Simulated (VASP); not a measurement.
# Ir (P6_3/mmc) in VASP: further runs

Ir is run at these levels: PBE; tasks: relaxation of cell and atoms.

Program: VASP 6.6.1. These are calculated values, not measurements. Logs are shortened: lines on timing, memory, paths and dates and some standing lists are left out, and cuts for length are marked.

### Step 1. The cell of the first run

It takes space group P6_3/mmc (No. 194, hexagonal). The conventional cell has a = 2.751 Å, b = 2.751 Å, c = 4.462 Å, α = 90.00°, β = 90.00°, γ = 120.00°. Ir (site symmetry -6m2) has 12 Ir at 2.74 to 2.75 Å within 3.6 Å.

### Step 2. Relaxation of cell and atoms, PBE

INCAR

```
  PREC = Accurate
  ENCUT = 600
  EDIFF = 1E-7
  ISMEAR = -1
  SIGMA = 0.05
  LREAL = F
  LASPH = T
  NELM = 80
  ALGO = Normal
  ISIF = 3
  LWAVE = F
  LCHARG = F
  GGA = PE
  IBRION = 2
  NSW = 60
  EDIFFG = -0.01
```

KPOINTS

```
regular mesh
0
Gamma
  11 11 6
```

POSCAR

```
Ir
1.0
    2.7513778946      0.0000000000      0.0000000000
   -1.3756889473      2.3827631521      0.0000000000
    0.0000000000      0.0000000000      4.4622900000
Ir
2
Direct
    0.3333333333      0.6666666667      0.2500000000
    0.6666666667      0.3333333333      0.7500000000
```

Potentials or basis: VASP PAW PBE potentials, release 64 (Ir).

Run with:

```sh
> cat potpaw_PBE.64/Ir/POTCAR > POTCAR
> mpirun -np 1 vasp_std > vasp.out
```

OUTCAR:

```text
PREC = Accurate
   ENCUT = 600
   EDIFF = 1E-7
   ISMEAR = -1
   LREAL = F
   LASPH = T
   NELM = 80
   ISIF = 3
   GGA = PE
   IBRION = 2
   NSW = 60
   EDIFFG = -0.01

 ion  position               nearest neighbor table
   1  0.333  0.667  0.250-   2 2.74   2 2.74   2 2.74   2 2.74   2 2.74   2 2.74
   2  0.667  0.333  0.750-   1 2.74   1 2.74   1 2.74   1 2.74   1 2.74   1 2.74

  LATTYP: Found a hexagonal cell.
 ALAT       =     2.7513778946
 C/A-ratio  =     1.6218382828

  Lattice vectors:

 A1 = (   2.7513778946,   0.0000000000,   0.0000000000)
 A2 = (  -1.3756889473,   2.3827631521,   0.0000000000)
 A3 = (   0.0000000000,   0.0000000000,   4.4622900000)

Analysis of symmetry for initial positions (statically):
=====================================================================
 Subroutine PRICEL returns:
 Original cell was already a primitive cell.

 Routine SETGRP: Setting up the symmetry group for a
 hexagonal supercell.

 Subroutine GETGRP returns: Found 24 space group operations
 (whereof 12 operations were pure point group operations)
 out of a pool of 24 trial point group operations.

The static configuration has the point symmetry D_3d.
 The point group associated with its full space group is D_6h.

Analysis of symmetry for dynamics (positions and initial velocities):
=====================================================================
 Subroutine PRICEL returns:
 Original cell was already a primitive cell.

 Routine SETGRP: Setting up the symmetry group for a
 hexagonal supercell.

 Subroutine GETGRP returns: Found 24 space group operations
 (whereof 12 operations were pure point group operations)
 out of a pool of 24 trial point group operations.

The dynamic configuration has the point symmetry D_3d.
 The point group associated with its full space group is D_6h.

 Subroutine INISYM returns: Found 24 space group operations
 (whereof 12 operations are pure point group operations),
 and found     1 'primitive' translations

----------------------------------------------------------------------------------------

                                     Primitive cell

  volume of cell :      29.2542

  direct lattice vectors                    reciprocal lattice vectors
     2.751377895  0.000000000  0.000000000     0.363454254  0.209840411  0.000000000
    -1.375688947  2.382763152  0.000000000     0.000000000  0.419680823  0.000000000
     0.000000000  0.000000000  4.462290000     0.000000000  0.000000000  0.224100182

  length of vectors
     2.751377895  2.751377895  4.462290000     0.419680823  0.419680823  0.224100182

  position of ions in fractional coordinates (direct lattice)
     0.333333333  0.666666667  0.250000000
     0.666666667  0.333333333  0.750000000

  ion indices of the primitive-cell ions
   primitive index   ion index
                 1           1
                 2           2

----------------------------------------------------------------------------------------

 KPOINTS: regular mesh

Automatic generation of k-mesh.
 Grid dimensions read from file:
 generate k-points for:   11   11    6

 Generating k-lattice:

  Cartesian coordinates                     Fractional coordinates (reciprocal lattice)
     0.033041296  0.019076401  0.000000000     0.090909091 -0.000000000  0.000000000
     0.000000000  0.038152802  0.000000000     0.000000000  0.090909091  0.000000000
     0.000000000  0.000000000  0.037350030     0.000000000  0.000000000  0.166666667

  Length of vectors
     0.038152802  0.038152802  0.037350030

  Shift w.r.t. Gamma in fractional coordinates (k-lattice)
     0.000000000  0.000000000  0.000000000

 Subroutine IBZKPT returns following result:
 ===========================================

 Found     64 irreducible k-points:

 Following reciprocal coordinates:
            Coordinates               Weight
  0.000000  0.000000  0.000000      1.000000
  0.090909 -0.000000  0.000000      6.000000
  0.181818 -0.000000  0.000000      6.000000
  0.272727 -0.000000  0.000000      6.000000
  0.363636 -0.000000  0.000000      6.000000
  0.454545 -0.000000  0.000000      6.000000
[... 16 lines left out ...]
  0.090909  0.090909  0.166667     12.000000
  0.181818  0.090909  0.166667     24.000000
 [... further k-points ...]
   k-points           NKPTS =     64   k-points in BZ     NKDIM =     64   number of bands    NBANDS=     13
   number of dos      NEDOS =    301   number of ions     NIONS =      2
   total plane-waves  NPLWV =  20736
   dimension x,y,z NGX =    24 NGY =   24 NGZ =   36
   dimension x,y,z NGXF=    48 NGYF=   48 NGZF=   72
   ions per type =               2
   NGX,Y,Z   is equivalent  to a cutoff of  14.50, 14.50, 13.41 a.u.
   NGXF,Y,Z  is equivalent  to a cutoff of  29.00, 29.00, 26.82 a.u.
 SYSTEM =  unknown system
   PREC   = accura    normal or accurate (medium, high low for compatibility)
   ISTART =      0    job   : 0-new  1-cont  2-samecut
   ICHARG =      2    charge: 1-file 2-atom 10-const
   ISPIN  =      1    spin polarized calculation?
   LNONCOLLINEAR =      F non collinear calculations
   LSORBIT =      F    spin-orbit coupling
   LASPH  =      T    aspherical Exc in radial PAW
   ENCUT  =  600.0 eV  44.10 Ry    6.64 a.u.   5.50  5.50  8.91*2*pi/ulx,y,z
   NELM   =     80;   NELMIN=  2; NELMDL= -5     # of ELM steps
   EDIFF  = 0.1E-06   stopping-criterion for ELM
   LREAL  =      F    real-space projection
   EDIFFG = -.1E-01   stopping-criterion for IOM
   NSW    =     60    number of steps for IOM
   IBRION =      2    ionic relax: 0-MD 1-quasi-New 2-CG
   NFREE  =      1    steps in history (QN), initial steepest desc. (CG)
   ISIF   =      3    stress and relaxation
   ISYM   =      2    0-nonsym 1-usesym 2-fastsym
   POTIM  = 0.5000    time-step for ionic-motion
   TEBEG  =    0.0;   TEEND  =   0.0 temperature during run
   PSTRESS=    0.0 pullay stress
   NELECT =      18.0000    total number of electrons
   NUPDOWN=      -1.0000    fix difference up-down
   EMIN   =  10.00;   EMAX   =-10.00  energy-range for DOS
   EFERMI =   0.00;   METHOD = LEGACY
   ISMEAR =    -1;   SIGMA  =   0.05  broadening in eV -4-tet -1-fermi 0-gaus
   EFERMI_NEDOS =   21; number of points for ismear=-14 and -15
   IALGO  =     38    algorithm
   IMIX   =      4    mixing-type and parameters
     AMIX     =   0.40;   BMIX     =  1.00
     AMIX_MAG =   1.60;   BMIX_MAG =  1.00
  volume/ion in A,a.u.               =      14.63        98.71
  Fermi-wavevector in a.u.,A,eV,Ry     =   1.392417  2.631287 26.379323  1.938826
  Thomas-Fermi vector in A             =   2.516162
   LORBIT       =      0    0 simple, 1 ext, 2 COOP (PROOUT), +10 PAW based schemes
   GGA     = PE    functional components
   LHFCALC =     F    Hartree Fock is set to
   AEXX    =    0.0000 exact exchange contribution
   IVDW    =     0    specifies the selected vdW correction
   LEPSILON=     F    determine dielectric tensor
   LRPA    =     F    only Hartree local field effects (RPA)
 conjugate gradient relaxation of ions
 non-spin polarized calculation
  energy-cutoff  :      600.00
  volume of cell :       29.25
 maximum number of plane-waves:      1002
 NGX is ok and might be reduce to    24
   NGX = 11   NGY = 11   NGZ = 17

--------------------------------------- Ionic step        1  -------------------------------------------

 number of electron      17.9999998 magnetization

 Free energy of the ion-electron system (eV)
  ---------------------------------------------------
  ext. energy  EPLUGINS =         0.00000000
  ---------------------------------------------------
  free energy    TOTEN  =       -17.53653463 eV

  energy without entropy =      -17.51071651  energy(sigma->0) =      -17.52362557

------------------------ aborting loop because EDIFF is reached ----------------------------------------

  FORCE on cell =-STRESS in cart. coord.  units (eV):
  Direction    XX          YY          ZZ          XY          YZ          ZX
  --------------------------------------------------------------------------------------
  -------------------------------------------------------------------------------------
  Total       -0.1127869     -0.1127869     -0.1786465      0.0000000     -0.0000000      0.0000000
  in kB       -6.1770376     -6.1770376     -9.7839964      0.0000000     -0.0000000      0.0000000
  external PRESSURE =      -7.3793572 kB  Pullay stress =       0.0000000 kB
[... 21 lines left out ...]
  energy  without entropy=      -17.5107165050  energy(sigma->0) =      -17.52362557

--------------------------------------- Ionic step        2  -------------------------------------------

 number of electron      17.9999999 magnetization

 E-fermi :  10.1018     XC(G=0): -13.8482

 val. band max:       10.0959532235   @ k =   0.3636   0.1818   0.1667
 cond. band min:      10.1038397608   @ k =   0.2727   0.0909   0.3333
 fundamental gap:      0.0078865373
 Fermi energy:        10.1017509842

 k-point     1 :       0.0000    0.0000    0.0000
  band No.  band energies     occupation
      1      -0.8658      2.00000
      2       2.1765      2.00000
      3       6.3128      2.00000
      4       6.4015      2.00000
      5       6.4015      2.00000
      6       7.0399      2.00000
      7       7.0399      2.00000
      8       7.7944      2.00000
      9       7.7944      2.00000
     10       9.3679      2.00000
     11      10.3737      0.00865
     12      10.3737      0.00865
     13      17.0049      0.00000
[... 473 lines left out ...]
  energy  without entropy=      -17.5109485989  energy(sigma->0) =      -17.52382508

--------------------------------------- Ionic step        5  -------------------------------------------

 number of electron      17.9999998 magnetization

 Free energy of the ion-electron system (eV)
  ---------------------------------------------------
  ext. energy  EPLUGINS =         0.00000000
  ---------------------------------------------------
  free energy    TOTEN  =       -17.53671131 eV

  energy without entropy =      -17.51087767  energy(sigma->0) =      -17.52379449

 E-fermi :   9.9699     XC(G=0): -13.8030

 val. band max:        9.9630621584   @ k =   0.3636   0.1818   0.1667
 cond. band min:       9.9737279197   @ k =   0.2727   0.0909   0.3333
 fundamental gap:      0.0106657613
 Fermi energy:         9.9699111220

 k-point     1 :       0.0000    0.0000    0.0000
  band No.  band energies     occupation
      1      -0.9138      2.00000
      2       2.1254      2.00000
      3       6.2232      2.00000
      4       6.3155      2.00000
      5       6.3155      2.00000
      6       6.9447      2.00000
      7       6.9447      2.00000
      8       7.6938      2.00000
      9       7.6938      2.00000
     10       9.2552      2.00000
     11      10.2395      0.00907
     12      10.2395      0.00907
     13      16.7986      0.00000
[... 397 lines left out ...]
  FREE ENERGIE OF THE ION-ELECTRON SYSTEM (eV)
  ---------------------------------------------------
  free  energy   TOTEN  =       -17.5367113078 eV

  energy  without entropy=      -17.5108776732  energy(sigma->0) =      -17.52379449

 reached required accuracy - stopping structural energy minimisation
```

Wall time 99 s (1 thread of Intel Xeon Platinum 8259CL at 2.50GHz (Skylake/Cascade Lake), shared host); peak memory 0.17 GiB.

Results:

```
Free energy                            : -17.5367 eV
Relaxed volume                         : 14.60 Å³/atom
Relaxed cell                           : a = 2.751 Å, b = 2.751 Å, c = 4.455 Å, α = 90.00°, β = 90.00°, γ = 120.00°
Space group after relaxing (to 0.05 Å) : P6_3/mmc (No. 194)
Energy gained by relaxing              : 0.1 meV/atom
Ionic steps                            : 5
Pressure after relaxing                : 0.0 GPa
Band gap on the k mesh                 : zero (band 9 reaches 10.90 eV, above the bottom of band 10 at 7.81 eV)
```

The path:
```
step  energy change (eV)  largest force (eV/Å)  pressure (GPa)  volume (Å³)
   1              0.0000                0.0000           -0.74        29.25
   2              0.0016                0.0000            2.68        28.97
   3             -0.0002                0.0000            0.04        29.19
   4             -0.0002                0.0000            0.02        29.19
   5             -0.0002                0.0000            0.00        29.19
```

Final structure:
```
CELL_PARAMETERS angstrom
2.75055 0.00000 0.00000
-1.37528 2.38205 0.00000
0.00000 0.00000 4.45547
ATOMIC_POSITIONS crystal
Ir 0.33333 0.66667 0.25000
Ir 0.66667 0.33333 0.75000
```

Levels at points of the mesh, in eV from the Fermi level:
| k point | band 6 | band 7 | band 8 | band 9 | band 10 | band 11 | band 12 | band 13 |
| --- | --- | --- | --- | --- | --- | --- | --- | --- |
| (0.00, 0.00, 0.00) | -3.03 | -3.03 | -2.28 | -2.28 | -0.71 | 0.27 | 0.27 | 6.83 |
| (0.00, 0.00, 0.50) | -3.78 | -3.78 | -3.78 | -0.45 | -0.45 | -0.45 | -0.45 | 13.60 |

Caveat: spin-orbit coupling is left out, which moves the levels of the heavy elements.

(Continued in part 2 of 2.)
